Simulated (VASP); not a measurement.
Here is a VASP 6.6.1 calculation.

File INCAR:

```
SYSTEM = KBr
  ALGO = Normal
  EDIFF = 1E-7
  ENCUT = 520
  ISIF = 2
  ISMEAR = 0
  LASPH = .TRUE.
  LCHARG = .FALSE.
  LREAL = .FALSE.
  LWAVE = .FALSE.
  NBANDS = 15
  NELM = 100
  PREC = Accurate
  SIGMA = 0.05
```

File KPOINTS:

```
k-points
0
G
  6 6 6
  0 0 0
```

POSCAR

```
KBr
1.0
   -0.1646250000      3.2925000000      3.2925000000
    3.1278750000      0.0000000000      3.1278750000
    3.2925000000      3.2925000000     -0.1646250000
K Br
1 1
Direct
    0.0000000000      0.0000000000      0.0000000000
    0.5000000000      0.5000000000      0.5000000000
```

Potentials or basis: VASP PAW LDA potentials, release 64 (K_sv, Br).

Launch:

```bash
$ cat potpaw_LDA.64/K_sv/POTCAR potpaw_LDA.64/Br/POTCAR > POTCAR
$ mpirun -np 1 vasp_std > vasp.out
```

(1) Predict the band gap on the k mesh.

(2) Predict the pressure.

Answers

(1) 3.90 eV, direct.

(2) -1.5 GPa.

Caveat: the cell differs from its parent crystal (strain -0.1000 x Voigt [0, 0, 0, 0, 1, 0]).
